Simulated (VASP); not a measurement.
Crystal: Mg.

```
CELL_PARAMETERS angstrom
3.20930 0.00000 0.00000
-1.60465 2.77934 0.00000
0.00000 0.00000 5.21030
ATOMIC_POSITIONS crystal
Mg 0.33333 0.66667 0.25000
Mg 0.66667 0.33333 0.75000
```

| Item | Value |
| --- | --- |
| Program | VASP 6.6.1 |
| Task | relaxation of cell and atoms |
| Functional | LDA |
| Potentials or basis | VASP PAW LDA potentials, release 64 (Mg) |
| Cutoff | 600 eV |
| k mesh | 7 × 7 × 4 |
| Occupations | gaussian, width 0.05 eV |
| Spin | no spin polarisation |

At the start: pressure -2.6 GPa; volume 23.24 Å³/atom.

Task: How do energy, volume and symmetry change on relaxing?

Result: Over 7 steps the energy falls by 21.2 meV/atom and the volume is 21.65 Å³/atom (-6.8 %); space group P6_3/mmc (No. 194, to 0.1 Å) before and after.

Step by step:
```
step  energy change (eV)  largest force (eV/Å)  pressure (GPa)  volume (Å³)
   1              0.0000                0.0000           -2.64        46.47
   2             -0.0356                0.0000           -0.76        43.94
   3             -0.0384                0.0000           -0.03        43.17
   4             -0.0387                0.0000            0.22        42.92
   5             -0.0387                0.0000            0.29        42.85
   6             -0.0404                0.0000            0.16        43.01
   7             -0.0423                0.0000           -0.05        43.29
```

Final structure:
```cif
data_structure
_symmetry_space_group_name_H-M 'P 1'
_symmetry_Int_Tables_number 1
_cell_length_a 3.0798
_cell_length_b 3.0798
_cell_length_c 5.2703
_cell_angle_alpha 90.000
_cell_angle_beta 90.000
_cell_angle_gamma 120.000
_cell_volume 43.29
loop_
_atom_site_label
_atom_site_type_symbol
_atom_site_fract_x
_atom_site_fract_y
_atom_site_fract_z
_atom_site_occupancy
Mg1 Mg 0.33333 0.66667 0.25000 1
Mg2 Mg 0.66667 0.33333 0.75000 1
```
